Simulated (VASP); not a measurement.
# YPtC2N2 (C2/m) in VASP: single point with PBE

Aim: the single point of YPtC2N2 with PBE.

All numbers are computed with VASP 6.6.1; they aren't measurements. Logs are shortened: lines on timing, memory, paths and dates and some standing lists are left out, and cuts for length are marked.

## (1) The cell of the first run

It takes space group C2/m (No. 12, monoclinic). The conventional cell has a = 6.869 Å, b = 9.387 Å, c = 3.604 Å, α = 90.00°, β = 121.51°, γ = 90.00°. Y (site symmetry 2/m) has 4 N at 2.39 Å and 2 Pt at 2.93 Å and 8 C at 3.31 to 3.50 Å and 2 Y at 3.60 Å within 3.7 Å. Within 2.5 Å of Pt (site symmetry 2/m) lie 2 C at 1.92 Å. Within 1.6 Å of C (site symmetry 2) lie 1 N at 1.20 Å. N (site symmetry 2) has 1 C at 1.20 Å within 1.6 Å.

## (2) Single point, PBE

Input file INCAR:

```
SYSTEM = YPtC2N2
ALGO = Normal
EDIFF = 1E-6
ENCUT = 700
GGA = PE
GGA_COMPAT = .False.
ISIF = 2
ISMEAR = 0
LASPH = .True.
LCHARG = .False.
LREAL = .False.
LWAVE = .False.
NBANDS = 32
NELM = 120
PREC = Accurate
SIGMA = 0.1
```

Input file KPOINTS:

```
k-points
0
Gamma
  8 8 12
  0 0 0
```

Input file POSCAR:

```
YPtC2N2
1.0
    3.4342688417     -4.6933708340     -0.0060998676
    3.4342688417      4.6933708340     -0.0060998676
   -1.8782463471      0.0000000000      3.0761357954
Y Pt C N
1 1 2 2
Direct
    0.5000000000      0.5000000000      0.5000000000
    0.0000000000      0.0000000000      0.0000000000
    0.7959611022      0.2040388978      0.0000000000
    0.2040388978      0.7959611022      0.0000000000
    0.6678285951      0.3321714049      0.0000000000
    0.3321714049      0.6678285951      0.0000000000
```

Potentials or basis: VASP PAW PBE potentials, release 64 (Y_sv, Pt_sv_GW, C, N).

Started as:

```bash
> cat potpaw_PBE.64/Y_sv/POTCAR potpaw_PBE.64/Pt_sv_GW/POTCAR potpaw_PBE.64/C/POTCAR potpaw_PBE.64/N/POTCAR > POTCAR
> mpirun -np 1 vasp_std > vasp.out
```

OUTCAR:

```text
SYSTEM = YPtC2N2
   EDIFF = 1E-6
   ENCUT = 700
   GGA = PE
   ISIF = 2
   ISMEAR = 0
   LASPH = .True.
   LREAL = .False.
   NELM = 120
   PREC = Accurate

 ion  position               nearest neighbor table
   1  0.500  0.500  0.500-   5 2.39   6 2.39   5 2.39   6 2.39   2 2.93   2 2.93
   2  0.000  0.000  0.000-   3 1.92   4 1.92   1 2.93   1 2.93
   3  0.796  0.204  0.000-   5 1.20   2 1.92
   4  0.204  0.796  0.000-   6 1.20   2 1.92
   5  0.668  0.332  0.000-   3 1.20   1 2.39   1 2.39
   6  0.332  0.668  0.000-   4 1.20   1 2.39   1 2.39

  LATTYP: Found a base centered monoclinic cell.
 ALAT       =     6.8685485178
 B/A-ratio  =     1.3666266816
 C/A-ratio  =     0.5247429819
 COS(beta)  =    -0.5226389513

  Lattice vectors:

 A1 = (   3.4342688417,  -4.6933708340,  -0.0060998676)
 A2 = (   3.4342688417,   4.6933708340,  -0.0060998676)
 A3 = (  -1.8782463471,   0.0000000000,   3.0761357954)

Analysis of symmetry for initial positions (statically):
=====================================================================
 Subroutine PRICEL returns:
 Original cell was already a primitive cell.

 Routine SETGRP: Setting up the symmetry group for a
 base centered monoclinic supercell.

 Subroutine GETGRP returns: Found  4 space group operations
 (whereof  4 operations were pure point group operations)
 out of a pool of  4 trial point group operations.

The static configuration has the point symmetry C_2h.

Analysis of symmetry for dynamics (positions and initial velocities):
=====================================================================
 Subroutine PRICEL returns:
 Original cell was already a primitive cell.

 Routine SETGRP: Setting up the symmetry group for a
 base centered monoclinic supercell.

 Subroutine GETGRP returns: Found  4 space group operations
 (whereof  4 operations were pure point group operations)
 out of a pool of  4 trial point group operations.

The dynamic configuration has the point symmetry C_2h.

 Subroutine INISYM returns: Found  4 space group operations
 (whereof  4 operations are pure point group operations),
 and found     1 'primitive' translations

----------------------------------------------------------------------------------------

                                     Primitive cell

  volume of cell :      99.0566

  direct lattice vectors                    reciprocal lattice vectors
     3.434268842 -4.693370834 -0.006099868     0.145749464 -0.106533240  0.088992625
     3.434268842  4.693370834 -0.006099868     0.145749464  0.106533240  0.088992625
    -1.878246347  0.000000000  3.076135795     0.000578032  0.000000000  0.325436116

  length of vectors
     5.815665867  5.815665867  3.604222631     0.201275743  0.201275743  0.325436630

  position of ions in fractional coordinates (direct lattice)
     0.500000000  0.500000000  0.500000000
     0.000000000  0.000000000  0.000000000
     0.795961102  0.204038898  0.000000000
     0.204038898  0.795961102  0.000000000
     0.667828595  0.332171405  0.000000000
     0.332171405  0.667828595  0.000000000

  ion indices of the primitive-cell ions
   primitive index   ion index
                 1           1
                 2           2
                 3           3
                 4           4
                 5           5
                 6           6

----------------------------------------------------------------------------------------

 KPOINTS: k-points

Automatic generation of k-mesh.
 Grid dimensions read from file:
 generate k-points for:    8    8   12

 Generating k-lattice:

  Cartesian coordinates                     Fractional coordinates (reciprocal lattice)
     0.018218683 -0.013316655  0.011124078     0.125000000 -0.000000000  0.000000000
     0.018218683  0.013316655  0.011124078    -0.000000000  0.125000000  0.000000000
     0.000048169  0.000000000  0.027119676     0.000000000  0.000000000  0.083333333

  Length of vectors
     0.025159468  0.025159468  0.027119719

  Shift w.r.t. Gamma in fractional coordinates (k-lattice)
     0.000000000  0.000000000  0.000000000

 Subroutine IBZKPT returns following result:
 ===========================================

 Found    222 irreducible k-points:

 Following reciprocal coordinates:
            Coordinates               Weight
  0.000000  0.000000  0.000000      1.000000
  0.125000 -0.000000  0.000000      4.000000
  0.250000 -0.000000  0.000000      4.000000
  0.375000 -0.000000  0.000000      4.000000
  0.500000 -0.000000  0.000000      2.000000
  0.125000  0.125000  0.000000      2.000000
[... 16 lines left out ...]
  0.125000 -0.000000  0.083333      4.000000
  0.250000 -0.000000  0.083333      4.000000
 [... further k-points ...]
   k-points           NKPTS =    222   k-points in BZ     NKDIM =    222   number of bands    NBANDS=     32
   number of dos      NEDOS =    301   number of ions     NIONS =      6
   total plane-waves  NPLWV =  80000
   dimension x,y,z NGX =    50 NGY =   50 NGZ =   32
   dimension x,y,z NGXF=   100 NGYF=  100 NGZF=   64
   ions per type =               1   1   2   2
   NGX,Y,Z   is equivalent  to a cutoff of  14.29, 14.29, 14.76 a.u.
   NGXF,Y,Z  is equivalent  to a cutoff of  28.59, 28.59, 29.52 a.u.
 SYSTEM =  YPtC2N2
   PREC   = accura    normal or accurate (medium, high low for compatibility)
   ISTART =      0    job   : 0-new  1-cont  2-samecut
   ICHARG =      2    charge: 1-file 2-atom 10-const
   ISPIN  =      1    spin polarized calculation?
   LNONCOLLINEAR =      F non collinear calculations
   LSORBIT =      F    spin-orbit coupling
   LASPH  =      T    aspherical Exc in radial PAW
   ENCUT  =  700.0 eV  51.45 Ry    7.17 a.u.  12.55 12.55  7.78*2*pi/ulx,y,z
   NELM   =    120;   NELMIN=  2; NELMDL= -5     # of ELM steps
   EDIFF  = 0.1E-05   stopping-criterion for ELM
   LREAL  =      F    real-space projection
   EDIFFG = 0.1E-04   stopping-criterion for IOM
   NSW    =      0    number of steps for IOM
   IBRION =     -1    ionic relax: 0-MD 1-quasi-New 2-CG
   NFREE  =      0    steps in history (QN), initial steepest desc. (CG)
   ISIF   =      2    stress and relaxation
   ISYM   =      2    0-nonsym 1-usesym 2-fastsym
   POTIM  = 0.5000    time-step for ionic-motion
   TEBEG  =    0.0;   TEEND  =   0.0 temperature during run
   PSTRESS=    0.0 pullay stress
   NELECT =      47.0000    total number of electrons
   NUPDOWN=      -1.0000    fix difference up-down
   EMIN   =  10.00;   EMAX   =-10.00  energy-range for DOS
   EFERMI =   0.00;   METHOD = LEGACY
   ISMEAR =     0;   SIGMA  =   0.10  broadening in eV -4-tet -1-fermi 0-gaus
   EFERMI_NEDOS =   21; number of points for ismear=-14 and -15
   IALGO  =     38    algorithm
   IMIX   =      4    mixing-type and parameters
     AMIX     =   0.40;   BMIX     =  1.00
     AMIX_MAG =   1.60;   BMIX_MAG =  1.00
  volume/ion in A,a.u.               =      16.51       111.41
  Fermi-wavevector in a.u.,A,eV,Ry     =   1.276869  2.412932 22.182860  1.630394
  Thomas-Fermi vector in A             =   2.409501
   LORBIT       =      0    0 simple, 1 ext, 2 COOP (PROOUT), +10 PAW based schemes
   GGA     = PE    functional components
   LHFCALC =     F    Hartree Fock is set to
   AEXX    =    0.0000 exact exchange contribution
   IVDW    =     0    specifies the selected vdW correction
   LEPSILON=     F    determine dielectric tensor
   LRPA    =     F    only Hartree local field effects (RPA)
 non-spin polarized calculation
 Gauss-broadening in eV      SIGMA  =   0.10
  energy-cutoff  :      700.00
  volume of cell :       99.06
 maximum number of plane-waves:      4192
   NGX = 25   NGY = 25   NGZ = 15

 number of electron      46.9999999 magnetization

 Free energy of the ion-electron system (eV)
  ---------------------------------------------------
  ext. energy  EPLUGINS =         0.00000000
  ---------------------------------------------------
  free energy    TOTEN  =       -49.80631627 eV

  energy without entropy =      -49.80004742  energy(sigma->0) =      -49.80318184

 E-fermi :   3.8904     XC(G=0):  -9.7071

 val. band max:        3.8870863056   @ k =  -0.2500   0.0000   0.4167
 cond. band min:       3.8948491403   @ k =  -0.1250  -0.1250   0.2500
 fundamental gap:      0.0077628347
 Fermi energy:         3.8904477946

 k-point     1 :       0.0000    0.0000    0.0000
  band No.  band energies     occupation
      1     -95.1199      2.00000
      2     -49.7975      2.00000
      3     -49.1417      2.00000
      4     -48.8231      2.00000
      5     -39.7864      2.00000
      6     -19.9872      2.00000
[... 24 lines left out ...]
     31       8.2024      0.00000
     32      10.3550      0.00000

 k-point     2 :       0.1250   -0.0000    0.0000
  band No.  band energies     occupation
      1     -95.1199      2.00000
      2     -49.7975      2.00000
      3     -49.1418      2.00000
      4     -48.8231      2.00000
      5     -39.7862      2.00000
      6     -19.9883      2.00000
[... 24 lines left out ...]
     31       8.1439      0.00000
     32       9.4464      0.00000

 k-point     3 :       0.2500   -0.0000    0.0000
  band No.  band energies     occupation
      1     -95.1199      2.00000
      2     -49.7975      2.00000
      3     -49.1418      2.00000
      4     -48.8231      2.00000
      5     -39.7857      2.00000
      6     -19.9912      2.00000
[... 24 lines left out ...]
     31       8.0706      0.00000
     32       9.1660      0.00000

 k-point     4 :       0.3750   -0.0000    0.0000
  band No.  band energies     occupation
      1     -95.1199      2.00000
      2     -49.7975      2.00000
      3     -49.1419      2.00000
      4     -48.8231      2.00000
      5     -39.7852      2.00000
      6     -19.9940      2.00000
[... 654 lines left out ...]
     31       8.1356      0.00000
     32       9.7563      0.00000

 k-point    23 :       0.1250   -0.0000    0.0833
  band No.  band energies     occupation
      1     -95.1199      2.00000
      2     -49.7974      2.00000
      3     -49.1418      2.00000
      4     -48.8237      2.00000
      5     -39.7843      2.00000
      6     -19.9799      2.00000
[... 24 lines left out ...]
     31       8.0817      0.00000
     32       9.1998      0.00000

 k-point    24 :       0.2500   -0.0000    0.0833
  band No.  band energies     occupation
      1     -95.1199      2.00000
      2     -49.7974      2.00000
      3     -49.1419      2.00000
      4     -48.8237      2.00000
      5     -39.7838      2.00000
      6     -19.9828      2.00000
[... 24 lines left out ...]
     31       8.0222      0.00000
     32       9.2290      0.00000

 [... further k-points ...]
[... 5 lines left out ...]
  --------------------------------------------------------------------------------------
  -------------------------------------------------------------------------------------
  Total       -0.1301117      0.4211775     -0.1375459      0.0000000      0.0000000     -0.0068239
  in kB       -2.1044743      6.8122771     -2.2247171      0.0000000      0.0000000     -0.1103730
  external PRESSURE =       0.8276952 kB  Pullay stress =       0.0000000 kB

 VOLUME and BASIS-vectors are now :
 -----------------------------------------------------------------------------
  energy-cutoff  :      700.00
  volume of cell :       99.06
      direct lattice vectors                 reciprocal lattice vectors
     3.434268842 -4.693370834 -0.006099868     0.145749464 -0.106533240  0.088992625
     3.434268842  4.693370834 -0.006099868     0.145749464  0.106533240  0.088992625
    -1.878246347  0.000000000  3.076135795     0.000578032  0.000000000  0.325436116

 POSITION                                       TOTAL-FORCE (eV/Angst)
 -----------------------------------------------------------------------------------
      2.49515      0.00000      1.53197         0.000000     -0.000000     -0.000000
      0.00000      0.00000      0.00000         0.000000     -0.000000     -0.000000
      3.43427     -2.77811     -0.00610        -0.000000     -0.251351     -0.000000
      3.43427      2.77811     -0.00610        -0.000000      0.251351      0.000000
      3.43427     -1.57536     -0.00610         0.000000      0.240169      0.000000
      3.43427      1.57536     -0.00610         0.000000     -0.240169      0.000000
 -----------------------------------------------------------------------------------
    total drift:                               -0.000000      0.000000     -0.000000

  FREE ENERGIE OF THE ION-ELECTRON SYSTEM (eV)
  ---------------------------------------------------
  free  energy   TOTEN  =       -49.8063162658 eV

  energy  without entropy=      -49.8000474224  energy(sigma->0) =      -49.80318184
```

It took 12 min on 1 thread of Intel Xeon 6975P-C (Granite Rapids), shared host; peak memory 1.2 GiB.

What came out:

| Property | Result |
| --- | --- |
| Free energy | -49.8063 eV |
| Pressure | 0.1 GPa |
| Largest force | 0.251 eV/Å |
| Band gap on the k mesh | zero (an odd number of electrons rules out a gap without spin polarisation) |

Forces in eV/Å, atoms in the order of the input:
```
Y    0.000  0.000  0.000
Pt   0.000  0.000  0.000
C    0.000 -0.251  0.000
C    0.000  0.251  0.000
N    0.000  0.240  0.000
N    0.000 -0.240  0.000
```

Stress tensor (GPa, compression positive):
```
-0.21  0.00 -0.01
 0.00  0.68  0.00
-0.01  0.00 -0.22
```

Caveat: spin-orbit coupling is left out, which moves the levels of the heavy elements; an odd number of electrons without spin polarisation forces a metal; a magnetic or distorted state may lie lower.
